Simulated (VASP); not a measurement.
Wanted: the native input for a VASP 6.6.1 run.

```
Task                   : single point
Functional             : PBE
Potentials or basis    : VASP PAW PBE potentials, release 64 (Mg, Sc_sv, C)
Cutoff                 : 520 eV
k mesh                 : 6 × 6 × 4
Occupations            : gaussian, width 0.1 eV
Spin                   : no spin polarisation
Dipole correction      : no
Further INCAR settings : ALGO = Normal; EDIFF = 1e-06; NBANDS = 24
```

The structure of MgSc2C2 lies in POSCAR:

```
MgSc2C2
1.0
    3.7863352800      0.0000000000      0.0000000000
   -1.8931676400      3.2790625400      0.0000000000
    0.0000000000      0.0000000000      7.4040821000
Mg Sc C
1 2 2
Direct
    0.6666666700      0.3333333300      0.0000000000
    0.0000000000      0.0000000000      0.7055339800
    0.0000000000      0.0000000000      0.2944660200
    0.6666666700      0.3333333300      0.5000000000
    0.3333333300      0.6666666700      0.0000000000
```

The input as run:

INCAR

```
PREC = Accurate
ENCUT = 520
EDIFF = 1E-6
ISMEAR = 0
SIGMA = 0.1
LREAL = False
LASPH = True
NELM = 100
ALGO = Normal
ISIF = 2
LWAVE = False
LCHARG = False
GGA = PE
NBANDS = 24
```

KPOINTS

```
Automatic mesh
0
Gamma
  6 6 4
```

Potentials or basis: VASP PAW PBE potentials, release 64 (Mg, Sc_sv, C).

Launch:

```bash
$ cat potpaw_PBE.64/Mg/POTCAR potpaw_PBE.64/Sc_sv/POTCAR potpaw_PBE.64/C/POTCAR > POTCAR
$ mpirun -np 1 vasp_std > vasp.out
```

It gave:

```json
{
  "Pressure": "-17.5 GPa",
  "Largest force": "1.348 eV/Å",
  "Band gap on the k mesh": "zero (band 16 reaches 3.29 eV, above the bottom of band 17 at 3.04 eV)"
}
```

Caveat: forces of over 1 eV/Å act on the atoms, so gaps and moduli don't describe the material at rest.

Run time: 38 s on 1 thread of Intel(R) Xeon(R) 6975P-C (Granite Rapids) (shared host), peak memory 0.21 GiB.
